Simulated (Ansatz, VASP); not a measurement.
**Two plane-wave programs on Cs3Hf**

```xyz
4
Lattice="6.1790 0.0000 0.0000 0.0000 6.1790 0.0000 0.0000 0.0000 6.1790" Properties=species:S:1:pos:R:3 pbc="T T T"
Cs    0.0000    3.0895    3.0895
Cs    3.0895    0.0000    3.0895
Cs    3.0895    3.0895    0.0000
Hf    0.0000    0.0000    0.0000
```

Alike in both runs: functional PBE; k mesh 4 × 4 × 4; occupations gaussian, width 0.1 eV; no spin polarisation.

Ansatz relaxed the structure, and its values are those at the end. VASP's run is a single point on that final structure, the one shown.

|  | VASP | Ansatz |
| --- | --- | --- |
| version | VASP 6.6.1 | Ansatz 0.2.0 |
| potentials or method | VASP PAW PBE potentials, release 64 (Cs_sv, Hf_pv), cutoff 520 eV | scalar-relativistic, plane waves, PAW |
| valence electrons in the cell | 37 | 53 |

```csv
,VASP,Ansatz,Ansatz less VASP
gap on the k mesh at the Fermi level (eV),none,none,-
pressure (GPa),0.3,0.3,+0.01
```

A gap of «none» marks a metal or a gap that the smearing closes. VASP's potentials hold 37 valence electrons a cell and Ansatz's 53, so a difference there can come from the potentials and not from the codes.

Neither program's run includes spin-orbit coupling.
